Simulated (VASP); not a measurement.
The system is VSi (zincblende type).

```
V Si
1.0
     0.00000    2.73664    2.73664
     2.73664    0.00000    2.73664
     2.73664    2.73664    0.00000
V Si
1 1
Direct
  0.00000 0.00000 0.00000
  0.25000 0.25000 0.25000
```

Base run:

```yaml
Program: VASP 6.6.1
Functional: PBE
Potentials_or_basis: VASP PAW PBE potentials, release 64 (V_sv, Si)
Cutoff: 500 eV
k_mesh: 11 × 11 × 11
Occupations: fermi-dirac, width 0.05 eV
Spin: collinear spin, ferromagnetic start
Starting_moments: "[1.5, 0.0] μB"
```

Its results: pressure 2.3 GPa; net moment 0.44 μB per cell; site moments V +0.43; Si -0.03 μB.

Problem. The run is repeated on the same cell with these changes: cutoff from 500 eV to 400 eV; further incar settings from ALGO = Normal; EDIFF = 1e-06; NBANDS = 20 to ALGO = Normal; EDIFF = 1e-08; NBANDS = 20. What comes out?

Solution. Pressure 1.9 GPa; net moment 0.44 μB per cell; site moments V +0.43; Si -0.03 μB.
